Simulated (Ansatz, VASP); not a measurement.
TiO2: VASP beside Ansatz

The input INCAR:

```
PREC = Accurate
ENCUT = 520
EDIFF = 1E-6
ISMEAR = 0
SIGMA = 0.05
LREAL = F
LASPH = T
NELM = 150
ALGO = Normal
ISIF = 2
LWAVE = F
LCHARG = F
LMAXMIX = 4
LDAU = T
LDAUTYPE = 2
LDAUL = 2 -1
LDAUU = 4 0
LDAUJ = 0 0
LDAUPRINT = 1
GGA = PE
NBANDS = 33
```

File KPOINTS:

```
Automatic mesh
0
Gamma
  8 8 8
```

The input POSCAR:

```
TiO2
1.0
   -1.8306501367      1.8306501367      5.3154757370
    1.8306501367     -1.8306501367      5.3154757370
    1.8306501367      1.8306501367     -5.3154757370
Ti O
2 4
Direct
    0.0000000000      0.0000000000      0.0000000000
    0.7500000000      0.2500000000      0.5000000000
    0.2154529329      0.2154529329      0.0000000000
    0.9654529329      0.4654529329      0.5000000000
    0.5345470671      0.0345470671      0.5000000000
    0.7845470671      0.7845470671      0.0000000000
```

Input for Ansatz:

```yaml
crystal:
  lattice:
    - [-1.8306501367, 1.8306501367, 5.315475737]
    - [1.8306501367, -1.8306501367, 5.315475737]
    - [1.8306501367, 1.8306501367, -5.315475737]
  atoms:
    - { symbol: Ti, position: [0.0, 0.0, 0.0] }
    - { symbol: Ti, position: [0.75, 0.25, 0.5] }
    - { symbol: O, position: [0.2154529329, 0.2154529329, 0.0] }
    - { symbol: O, position: [0.9654529329, 0.4654529329, 0.5] }
    - { symbol: O, position: [0.5345470671, 0.0345470671, 0.5] }
    - { symbol: O, position: [0.7845470671, 0.7845470671, 0.0] }
basis:
  ecutwfc: 520.0
kpoints:
  mp_grid: { grid: [8, 8, 8] }
hamiltonian:
  xc: pbe
  pseudopotentials: { kind: paw, azcp: { folder: soft_1 } }
  hubbard: { sites: [{ species: Ti, l: d, u_eff: 4.0 }] }
scf:
  occupations: { method: gaussian, width: 0.05 }
output:
  forces: true
  stress: true
  eigenvalues: true
```

Alike in both runs: task single point; functional PBE; k mesh 8 × 8 × 8; occupations gaussian, width 0.05 eV; no spin polarisation; Hubbard terms Ti d U = 4.0 eV.

```csv
,VASP,Ansatz
version,VASP 6.6.1,Ansatz 0.2.0
potentials or method,"VASP PAW PBE potentials, release 64 (Ti_sv, O), cutoff 520 eV","scalar-relativistic, plane waves, PAW"
valence electrons in the cell,48,48
```

```tsv
	VASP	Ansatz	Ansatz less VASP
gap on the k mesh at the Fermi level (eV)	2.46	2.34	-0.121
least direct gap on the mesh (eV)	2.96	2.91	-0.050
pressure (GPa)	10.5	6.0	-4.56
traceless stress, the component that is largest in VASP (GPa)	-24.28	-20.53	+3.746
rms of the force components (eV/Å)	0.872	0.857	-0.0148
```

The programs project onto different local orbitals, so the same U acts differently, and such runs can settle in different states. Atom by atom the forces differ by 0.015 eV/Å (rms over components).
